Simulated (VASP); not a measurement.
# Si (a cell with a defect) in VASP: a series of runs

Runs on Si (a cell with a defect). Level: LDA. Tasks: relaxation of the atoms.

All numbers are computed with VASP 6.6.1; they aren't measurements. Logs are shortened: lines on timing, memory, paths and dates and some standing lists are left out, and cuts for length are marked.

## Step 1: The cell of the first run

The cell holds a defect, 17 atoms: a = 7.679 Å, b = 7.679 Å, c = 7.679 Å, α = 60.00°, β = 60.00°, γ = 60.00°.

## Step 2: Relaxation of the atoms, LDA

The input, INCAR:

```
PREC = Accurate ; ENCUT = 520
EDIFF = 1E-6 ; ISMEAR = -1
SIGMA = 0.05 ; LREAL = Auto
LASPH = True ; NELM = 100
ALGO = Normal ; ISIF = 2
LWAVE = False ; LCHARG = False
IBRION = 2 ; NSW = 80
EDIFFG = -0.03
```

The input, KPOINTS:

```
Automatic mesh
0
Gamma
  2 2 2
```

The input, POSCAR:

```
Si
1.0
    0.0000000000      5.4300000000      5.4300000000
    5.4300000000      0.0000000000      5.4300000000
    5.4300000000      5.4300000000      0.0000000000
Si
17
Direct
    0.0000000000      0.0000000000      0.0000000000
    0.1250000000      0.1250000000      0.1250000000
    0.0000000000      0.0000000000      0.5000000000
    0.1250000000      0.1250000000      0.6250000000
    0.0000000000      0.5000000000      0.0000000000
    0.1250000000      0.6250000000      0.1250000000
    0.0000000000      0.5000000000      0.5000000000
    0.1250000000      0.6250000000      0.6250000000
    0.5000000000      0.0000000000      0.0000000000
    0.6250000000      0.1250000000      0.1250000000
    0.5000000000      0.0000000000      0.5000000000
    0.6250000000      0.1250000000      0.6250000000
    0.5000000000      0.5000000000      0.0000000000
    0.6250000000      0.6250000000      0.1250000000
    0.5000000000      0.5000000000      0.5000000000
    0.6250000000      0.6250000000      0.6250000000
    0.3796457600      0.8866131700      0.8657213800
```

Potentials or basis: VASP PAW LDA potentials, release 64 (Si).

Command:

```bash
$ cat potpaw_LDA.64/Si/POTCAR > POTCAR
$ mpirun -np 1 vasp_std > vasp.out
```

OUTCAR:

```text
PREC = Accurate
   ENCUT = 520
   EDIFF = 1E-6
   ISMEAR = -1
   LREAL = Auto
   LASPH = True
   NELM = 100
   ISIF = 2
   IBRION = 2
   NSW = 80
   EDIFFG = -0.03

 ion  position               nearest neighbor table
   1  0.000  0.000  0.000-   2 2.35   4 2.35   6 2.35  10 2.35  17 2.38
   2  0.125  0.125  0.125-   1 2.35   3 2.35   5 2.35   9 2.35  17 2.70
   3  0.000  0.000  0.500-   2 2.35   4 2.35   8 2.35  12 2.35
   4  0.125  0.125  0.625-   1 2.35   3 2.35   7 2.35  11 2.35  17 2.69
   5  0.000  0.500  0.000-   2 2.35   6 2.35   8 2.35  14 2.35
   6  0.125  0.625  0.125-   1 2.35   5 2.35   7 2.35  13 2.35  17 2.80
   7  0.000  0.500  0.500-   4 2.35   6 2.35   8 2.35  16 2.35
   8  0.125  0.625  0.625-   3 2.35   5 2.35   7 2.35  15 2.35
   9  0.500  0.000  0.000-  17 2.31  10 2.35  12 2.35  14 2.35   2 2.35
  10  0.625  0.125  0.125-   1 2.35   9 2.35  11 2.35  13 2.35
  11  0.500  0.000  0.500-  17 2.29  10 2.35  12 2.35  16 2.35   4 2.35
  12  0.625  0.125  0.625-   3 2.35   9 2.35  11 2.35  15 2.35  17 2.63
  13  0.500  0.500  0.000-   6 2.35  10 2.35  14 2.35  16 2.35  17 2.42
  14  0.625  0.625  0.125-   5 2.35   9 2.35  13 2.35  15 2.35  17 2.74
  15  0.500  0.500  0.500-   8 2.35  12 2.35  14 2.35  16 2.35
  16  0.625  0.625  0.625-   7 2.35  11 2.35  13 2.35  15 2.35  17 2.73
  17  0.380  0.887  0.866-  11 2.29   9 2.31   1 2.38  13 2.42  12 2.63   4 2.69   2 2.70  16 2.73
                            14 2.74   6 2.80

  LATTYP: Found a face centered cubic cell.
 ALAT       =    10.8600000000

  Lattice vectors:

 A1 = (   0.0000000000,   5.4300000000,   5.4300000000)
 A2 = (   5.4300000000,   0.0000000000,   5.4300000000)
 A3 = (   5.4300000000,   5.4300000000,   0.0000000000)

Analysis of symmetry for initial positions (statically):
=====================================================================
 Subroutine PRICEL returns:
 Original cell was already a primitive cell.

 Routine SETGRP: Setting up the symmetry group for a
 face centered cubic supercell.

 Subroutine GETGRP returns: Found  1 space group operations
 (whereof  1 operations were pure point group operations)
 out of a pool of 48 trial point group operations.

The static configuration has the point symmetry C_1 .

Analysis of symmetry for dynamics (positions and initial velocities):
=====================================================================
 Subroutine PRICEL returns:
 Original cell was already a primitive cell.

 Routine SETGRP: Setting up the symmetry group for a
 face centered cubic supercell.

 Subroutine GETGRP returns: Found  1 space group operations
 (whereof  1 operations were pure point group operations)
 out of a pool of 48 trial point group operations.

The dynamic configuration has the point symmetry C_1 .

 Subroutine INISYM returns: Found  1 space group operations
 (whereof  1 operations are pure point group operations),
 and found     1 'primitive' translations

----------------------------------------------------------------------------------------

                                     Primitive cell

  volume of cell :     320.2060

  direct lattice vectors                    reciprocal lattice vectors
     0.000000000  5.430000000  5.430000000    -0.092081031  0.092081031  0.092081031
     5.430000000  0.000000000  5.430000000     0.092081031 -0.092081031  0.092081031
     5.430000000  5.430000000  0.000000000     0.092081031  0.092081031 -0.092081031

  length of vectors
     7.679179644  7.679179644  7.679179644     0.159489025  0.159489025  0.159489025

  position of ions in fractional coordinates (direct lattice)
     0.000000000  0.000000000  0.000000000
     0.125000000  0.125000000  0.125000000
     0.000000000  0.000000000  0.500000000
     0.125000000  0.125000000  0.625000000
     0.000000000  0.500000000  0.000000000
     0.125000000  0.625000000  0.125000000
[... 9 lines left out ...]
     0.625000000  0.625000000  0.625000000
     0.379645760  0.886613170  0.865721380

  ion indices of the primitive-cell ions
   primitive index   ion index
                 1           1
                 2           2
                 3           3
                 4           4
                 5           5
                 6           6
[... 9 lines left out ...]
                16          16
                17          17

----------------------------------------------------------------------------------------

 KPOINTS: Automatic mesh

Automatic generation of k-mesh.
 Grid dimensions read from file:
 generate k-points for:    2    2    2

 Generating k-lattice:

  Cartesian coordinates                     Fractional coordinates (reciprocal lattice)
    -0.046040516  0.046040516  0.046040516     0.500000000  0.000000000  0.000000000
     0.046040516 -0.046040516  0.046040516     0.000000000  0.500000000  0.000000000
     0.046040516  0.046040516 -0.046040516     0.000000000  0.000000000  0.500000000

  Length of vectors
     0.079744512  0.079744512  0.079744512

  Shift w.r.t. Gamma in fractional coordinates (k-lattice)
     0.000000000  0.000000000  0.000000000

 Subroutine IBZKPT returns following result:
 ===========================================

 Found      8 irreducible k-points:

 Following reciprocal coordinates:
            Coordinates               Weight
  0.000000  0.000000  0.000000      1.000000
  0.500000  0.000000  0.000000      1.000000
  0.000000  0.500000  0.000000      1.000000
  0.000000  0.000000  0.500000      1.000000
  0.500000  0.500000  0.500000      1.000000
  0.500000  0.500000  0.000000      1.000000
  0.000000  0.500000  0.500000      1.000000
  0.500000  0.000000  0.500000      1.000000
   k-points           NKPTS =      8   k-points in BZ     NKDIM =      8   number of bands    NBANDS=     43
   number of dos      NEDOS =    301   number of ions     NIONS =     17
   total plane-waves  NPLWV = 216000
   dimension x,y,z NGX =    60 NGY =   60 NGZ =   60
   dimension x,y,z NGXF=   120 NGYF=  120 NGZF=  120
   ions per type =              17
   NGX,Y,Z   is equivalent  to a cutoff of  12.99, 12.99, 12.99 a.u.
   NGXF,Y,Z  is equivalent  to a cutoff of  25.98, 25.98, 25.98 a.u.
 SYSTEM =  unknown system
   PREC   = accura    normal or accurate (medium, high low for compatibility)
   ISTART =      0    job   : 0-new  1-cont  2-samecut
   ICHARG =      2    charge: 1-file 2-atom 10-const
   ISPIN  =      1    spin polarized calculation?
   LNONCOLLINEAR =      F non collinear calculations
   LSORBIT =      F    spin-orbit coupling
   LASPH  =      T    aspherical Exc in radial PAW
   ENCUT  =  520.0 eV  38.22 Ry    6.18 a.u.  14.28 14.28 14.28*2*pi/ulx,y,z
   NELM   =    100;   NELMIN=  2; NELMDL= -5     # of ELM steps
   EDIFF  = 0.1E-05   stopping-criterion for ELM
   LREAL  =      T    real-space projection
   EDIFFG = -.3E-01   stopping-criterion for IOM
   NSW    =     80    number of steps for IOM
   IBRION =      2    ionic relax: 0-MD 1-quasi-New 2-CG
   NFREE  =      1    steps in history (QN), initial steepest desc. (CG)
   ISIF   =      2    stress and relaxation
   ISYM   =      2    0-nonsym 1-usesym 2-fastsym
   POTIM  = 0.5000    time-step for ionic-motion
   TEBEG  =    0.0;   TEEND  =   0.0 temperature during run
   PSTRESS=    0.0 pullay stress
   NELECT =      68.0000    total number of electrons
   NUPDOWN=      -1.0000    fix difference up-down
   EMIN   =  10.00;   EMAX   =-10.00  energy-range for DOS
   EFERMI =   0.00;   METHOD = LEGACY
   ISMEAR =    -1;   SIGMA  =   0.05  broadening in eV -4-tet -1-fermi 0-gaus
   EFERMI_NEDOS =   21; number of points for ismear=-14 and -15
   IALGO  =     38    algorithm
   IMIX   =      4    mixing-type and parameters
     AMIX     =   0.40;   BMIX     =  1.00
     AMIX_MAG =   1.60;   BMIX_MAG =  1.00
  volume/ion in A,a.u.               =      18.84       127.11
  Fermi-wavevector in a.u.,A,eV,Ry     =   0.976715  1.845724 12.979587  0.953973
  Thomas-Fermi vector in A             =   2.107356
   LORBIT       =      0    0 simple, 1 ext, 2 COOP (PROOUT), +10 PAW based schemes
   GGA     = CA    functional components
   LHFCALC =     F    Hartree Fock is set to
   AEXX    =    0.0000 exact exchange contribution
   IVDW    =     0    specifies the selected vdW correction
   LEPSILON=     F    determine dielectric tensor
   LRPA    =     F    only Hartree local field effects (RPA)
 conjugate gradient relaxation of ions
 non-spin polarized calculation
  energy-cutoff  :      520.00
  volume of cell :      320.21
 maximum number of plane-waves:      8646
 NGX is ok and might be reduce to    60
   NGX = 29   NGY = 29   NGZ = 29

--------------------------------------- Ionic step        1  -------------------------------------------

 number of electron      68.0000004 magnetization

 Free energy of the ion-electron system (eV)
  ---------------------------------------------------
  ext. energy  EPLUGINS =         0.00000000
  ---------------------------------------------------
  free energy    TOTEN  =       -97.43503332 eV

  energy without entropy =      -97.39921204  energy(sigma->0) =      -97.41712268

------------------------ aborting loop because EDIFF is reached ----------------------------------------

  FORCE on cell =-STRESS in cart. coord.  units (eV):
  Direction    XX          YY          ZZ          XY          YZ          ZX
  --------------------------------------------------------------------------------------
  -------------------------------------------------------------------------------------
  Total        4.4634727      4.4631535      4.4609919      1.0637930      0.1178349     -0.2891673
  in kB       22.3333557     22.3317583     22.3209427      5.3227763      0.5895969     -1.4468726
  external PRESSURE =      22.3286856 kB  Pullay stress =       0.0000000 kB
[... 342 lines left out ...]
  energy  without entropy=      -97.5396678118  energy(sigma->0) =      -97.55797719

--------------------------------------- Ionic step        8  -------------------------------------------

 number of electron      68.0000000 magnetization

 Free energy of the ion-electron system (eV)
  ---------------------------------------------------
  ext. energy  EPLUGINS =         0.00000000
  ---------------------------------------------------
  free energy    TOTEN  =       -97.57661304 eV

  energy without entropy =      -97.53998468  energy(sigma->0) =      -97.55829886

 E-fermi :   6.7566     XC(G=0):  -9.8497

 val. band max:        6.5788664210   @ k =   0.0000   0.0000   0.0000
 cond. band min:       6.8076198328   @ k =   0.0000   0.5000   0.5000
 fundamental gap:      0.2287534118
 Fermi energy:         6.7566372455

 k-point     1 :       0.0000    0.0000    0.0000
  band No.  band energies     occupation
      1      -6.3628      2.00000
      2      -3.8243      2.00000
      3      -3.6721      2.00000
      4      -3.6693      2.00000
      5      -3.6670      2.00000
      6      -2.8460      2.00000
[... 401 lines left out ...]
  FREE ENERGIE OF THE ION-ELECTRON SYSTEM (eV)
  ---------------------------------------------------
  free  energy   TOTEN  =       -97.5766130387 eV

  energy  without entropy=      -97.5399846820  energy(sigma->0) =      -97.55829886

 reached required accuracy - stopping structural energy minimisation
```

It took 4.8 min on 1 thread of Intel Xeon 6975P-C (Granite Rapids), shared host; peak memory 0.39 GiB.

Results:

```
Free energy                  : -97.5766 eV
Energy gained by relaxing    : 8.3 meV/atom
Ionic steps                  : 8
Pressure after relaxing      : 1.7 GPa
Largest force after relaxing : 0.029 eV/Å
Band gap on the k mesh       : zero (bands 34 and 35 overlap by 0.24 eV)
```

Forces on the atoms (eV/Å):
```
Si   0.013 -0.014 -0.003
Si  -0.008  0.004  0.002
Si   0.004 -0.004  0.003
Si  -0.005  0.008  0.003
Si   0.002  0.003 -0.003
Si   0.003 -0.003  0.012
Si  -0.003 -0.002 -0.003
Si   0.000 -0.001  0.004
Si   0.000 -0.006  0.009
Si  -0.002  0.003 -0.012
Si   0.007  0.001  0.007
Si  -0.001  0.000 -0.005
Si  -0.019  0.018 -0.012
Si   0.007 -0.009  0.006
Si  -0.004  0.003  0.001
Si   0.008 -0.007  0.006
Si  -0.002  0.005 -0.017
```

Step by step:
```
step  energy change (eV)  largest force (eV/Å)  pressure (GPa)
   1              0.0000                1.1410            2.23
   2             -0.1316                0.2327            1.75
   3             -0.1331                0.2506            1.71
   4             -0.1394                0.1127            1.70
   5             -0.1396                0.1172            1.70
   6             -0.1410                0.0651            1.71
   7             -0.1413                0.0369            1.72
   8             -0.1416                0.0287            1.72
```

Final structure:
```xyz
17
Lattice="0.0000 5.4300 5.4300 5.4300 0.0000 5.4300 5.4300 5.4300 0.0000" Properties=species:S:1:pos:R:3 pbc="T T T"
Si    0.0178    5.4120    5.4128
Si    1.3919    1.3590    1.3595
Si    8.1381    2.7218    5.4239
Si    4.0706    4.0380    1.3599
Si    8.1398    5.4244    2.7213
Si    4.0734    1.3565    4.0395
Si    5.4356    2.7202    2.7214
Si    6.7873    4.0728    4.0716
Si    0.0273    2.7423    2.7426
Si    1.3607    4.0664    4.0937
Si    2.6857    5.4008    2.7443
Si    4.0722    6.7871    4.1078
Si    2.7032    2.7266    5.4191
Si    4.0750    4.1064    6.7904
Si    5.4365    5.4234    5.4246
Si    6.7535    6.7846    6.7907
Si    9.5065    6.7801    6.8126
```

Caveat: the k points lie up to 0.50 Å⁻¹ apart.

## Step 3: Relaxation of the atoms, LDA

The input, INCAR:

```
SYSTEM = Si
  PREC = Accurate
  ENCUT = 520
  EDIFF = 1E-6
  ISMEAR = -1
  SIGMA = 0.05
  LREAL = Auto
  LASPH = .TRUE.
  NELM = 60
  ALGO = Normal
  ISIF = 2
  LWAVE = .FALSE.
  LCHARG = .FALSE.
  IBRION = 2
  NSW = 80
  EDIFFG = -0.03
```

The input, KPOINTS:

```
Automatic mesh
0
G
  2 2 2
  0 0 0
```

POSCAR: that of step 2 with these lines changed.

```diff
@@ -24,2 +24,2 @@
     0.6250000000      0.6250000000      0.6250000000
-    0.3796457600      0.8866131700      0.8657213800
+    0.7434257000      0.7647117000      0.7517302000
```

Potentials or basis: VASP PAW LDA potentials, release 64 (Si).

Command:

```bash
$ cat potpaw_LDA.64/Si/POTCAR > POTCAR
$ mpirun -np 1 vasp_std > vasp.out
```

Wall time 14 min (1 thread of Oxide Virtual Turin-like, shared host); peak memory 0.35 GiB.

The run converged. Its results:

```yaml
Free_energy: -97.5764 eV
Energy_gained_by_relaxing: 9.0 meV/atom
Ionic_steps: 8
Pressure_after_relaxing: 1.7 GPa
Largest_force_after_relaxing: 0.027 eV/Å
Band_gap_on_the_k_mesh: zero (bands 34 and 35 overlap by 0.24 eV)
```

Forces in eV/Å, atoms in the order of the input:
```
Si   0.004 -0.002  0.002
Si   0.003  0.005  0.004
Si   0.005 -0.008 -0.007
Si  -0.002 -0.003  0.002
Si   0.003 -0.012 -0.005
Si  -0.004  0.002 -0.003
Si   0.013  0.002  0.003
Si  -0.005  0.012  0.017
Si  -0.005 -0.003  0.002
Si   0.002 -0.004 -0.004
Si   0.007  0.007  0.010
Si   0.001  0.007 -0.005
Si   0.006  0.006  0.011
Si   0.013  0.001  0.002
Si  -0.012  0.003 -0.005
Si  -0.010 -0.021 -0.015
Si  -0.019  0.007 -0.009
```

Step by step:
```
step  energy change (eV)  largest force (eV/Å)  pressure (GPa)
   1              0.0000                1.4420            2.25
   2             -0.1418                0.3076            1.75
   3             -0.1423                0.3344            1.73
   4             -0.1514                0.1136            1.69
   5             -0.1514                0.1161            1.69
   6             -0.1529                0.0752            1.70
   7             -0.1534                0.0391            1.72
   8             -0.1538                0.0274            1.71
```

Final structure:
```
Si
1.0
     0.00000    5.43000    5.43000
     5.43000    0.00000    5.43000
     5.43000    5.43000    0.00000
Si
17
Direct
  0.00006 0.99986 0.99997
  0.12430 0.12454 0.12440
  0.00261 0.00382 0.49682
  0.12442 0.12462 0.62659
  0.00292 0.49693 0.00335
  0.12448 0.62649 0.12458
  0.00313 0.49698 0.49692
  0.12942 0.62364 0.62350
  0.49673 0.00368 0.00288
  0.62669 0.12457 0.12445
  0.49679 0.00385 0.49684
  0.62189 0.13431 0.62190
  0.49684 0.49695 0.00340
  0.62283 0.62296 0.13137
  0.49844 0.50349 0.50043
  0.62372 0.62390 0.62377
  0.74815 0.75412 0.75056
```

Levels at points of the mesh, in eV from the Fermi level:
```csv
k point,band 30,band 31,band 32,band 33,band 34,band 35,band 36,band 37,band 38,band 39
"(0.00, 0.00, 0.00)",-1.64,-0.73,-0.73,-0.73,-0.20,-0.19,-0.17,0.09,0.09,0.43
"(0.50, 0.00, 0.00)",-1.48,-1.47,-1.33,-1.32,-0.31,0.55,0.58,0.91,0.92,1.30
"(0.00, 0.50, 0.00)",-1.48,-1.47,-1.33,-1.33,-0.31,0.57,0.58,0.91,0.91,1.30
"(0.00, 0.00, 0.50)",-1.47,-1.47,-1.33,-1.32,-0.31,0.55,0.59,0.91,0.91,1.30
"(0.50, 0.50, 0.50)",-1.48,-1.47,-1.33,-1.32,-0.31,0.55,0.58,0.91,0.92,1.29
"(0.50, 0.50, 0.00)",-1.92,-1.92,-1.78,-0.94,0.05,0.76,1.06,1.07,1.17,1.94
"(0.00, 0.50, 0.50)",-1.92,-1.92,-1.78,-0.94,0.05,0.76,1.06,1.07,1.17,1.94
"(0.50, 0.00, 0.50)",-1.92,-1.92,-1.78,-0.94,0.05,0.76,1.06,1.07,1.17,1.94
```

Caveat: the k points lie up to 0.50 Å⁻¹ apart.
